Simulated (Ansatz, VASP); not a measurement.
# SiC: VASP beside Ansatz

INCAR

```
SYSTEM = SiC
PREC = Accurate
ENCUT = 600
EDIFF = 1E-6
ISMEAR = 0
SIGMA = 0.05
LREAL = .FALSE.
LASPH = .TRUE.
NELM = 120
ALGO = Normal
ISIF = 2
LWAVE = .FALSE.
LCHARG = .FALSE.
GGA = PE
NBANDS = 11
GGA_COMPAT = .FALSE.
```

File KPOINTS:

```
regular mesh
0
G
  4 4 4
  0 0 0
```

The input POSCAR:

```
SiC
1.0
    0.0000000000      2.1740000000      2.1740000000
    2.1740000000      0.0000000000      2.1740000000
    2.1740000000      2.1740000000      0.0000000000
Si C
1 1
Direct
    0.0000000000      0.0000000000     -0.1951536655
    0.7500000000      0.7500000000      0.7500000000
```

Input for Ansatz:

```yaml
crystal:
  lattice:
    - [0.0, 2.174, 2.174]
    - [2.174, 0.0, 2.174]
    - [2.174, 2.174, 0.0]
  atoms:
    - { symbol: Si, position: [0.0, 0.0, -0.1951536655] }
    - { symbol: C, position: [0.75, 0.75, 0.75] }
basis:
  ecutwfc: 420
kpoints:
  mp_grid: { grid: [4, 4, 4] }
hamiltonian:
  xc: pbe
scf:
  occupations: { method: gaussian, width: 0.05 }
output:
  forces: true
  stress: true
  eigenvalues: true
```

Alike in both runs: task single point; functional PBE; k mesh 4 × 4 × 4; occupations gaussian, width 0.05 eV; no spin polarisation.

|  | VASP | Ansatz |
| --- | --- | --- |
| version | VASP 6.6.1 | Ansatz 0.2.0 |
| potentials or method | VASP PAW PBE potentials, release 64 (Si, C), cutoff 600 eV | scalar-relativistic, plane waves, PAW |
| valence electrons in the cell | 8 | 8 |

|  | VASP | Ansatz | Ansatz less VASP |
| --- | --- | --- | --- |
| gap on the k mesh at the Fermi level (eV) | none | none | - |
| rms of the force components (eV/Å) | 12.011 | 12.106 | +0.0957 |

Atom by atom the forces differ by 0.096 eV/Å (rms over components). A gap of «none» marks a metal or a gap that the smearing closes. The functional is the same, so the differences come from potentials, cutoffs and numerics.

The k mesh is coarse, so the values compare programs but aren't converged.
